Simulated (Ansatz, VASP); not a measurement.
**InP: VASP beside Ansatz**

Contents of INCAR:

```
SYSTEM = InP
  PREC = Accurate
  ENCUT = 520
  EDIFF = 1E-7
  ISMEAR = 0
  SIGMA = 0.15
  LREAL = .FALSE.
  LASPH = .TRUE.
  NELM = 80
  ALGO = Normal
  ISIF = 2
  LWAVE = .FALSE.
  LCHARG = .TRUE.
  GGA = PE
  LELF = .TRUE.
  LVHAR = .TRUE.
  NBANDS = 16
```

The input KPOINTS:

```
Automatic mesh
0
G
  18 18 18
  0 0 0
```

The input POSCAR:

```
InP
1.0
    0.0000000000      2.6870556022      2.8117128208
    2.6870556022      0.0000000000      2.8117128208
    2.6870556022      2.6870556022      0.0000000000
In P
1 1
Direct
    0.0000000000      0.0000000000      0.0000000000
    0.5000000000      0.5000000000      0.5000000000
```

Input for Ansatz:

```yaml
crystal:
  lattice:
    - [0.0, 2.6870556022, 2.8117128208]
    - [2.6870556022, 0.0, 2.8117128208]
    - [2.6870556022, 2.6870556022, 0.0]
  atoms:
    - { symbol: In, position: [0.0, 0.0, 0.0] }
    - { symbol: P, position: [0.5, 0.5, 0.5] }
basis:
  ecutwfc: 420
kpoints:
  mp_grid: { grid: [18, 18, 18] }
hamiltonian:
  xc: pbe
scf:
  occupations: { method: gaussian, width: 0.15 }
output:
  forces: true
  stress: true
  eigenvalues: true
```

Change from the starting cell: strain -0.030 along x and y, +0.015 along z, atoms carried along.

Alike in both runs: task single point; functional PBE; k mesh 18 × 18 × 18; occupations gaussian, width 0.15 eV; no spin polarisation.

```csv
,VASP,Ansatz
version,VASP 6.6.1,Ansatz 0.2.0
potentials or method,"VASP PAW PBE potentials, release 64 (In_d, P), cutoff 520 eV","scalar-relativistic, plane waves, PAW"
valence electrons in the cell,18,18
```

Ansatz gave:

```
gap on the k mesh at the Fermi level (eV)                     : none
pressure (GPa)                                                : 4.1
traceless stress, the component that is largest in VASP (GPa) : -3.66
```

**Question.** Which values does VASP return?

**Answer.** gap on the k mesh at the Fermi level (eV): none; pressure (GPa): 4.1; traceless stress, the component that is largest in VASP (GPa): -3.65.

A gap of «none» marks a metal or a gap that the smearing closes.
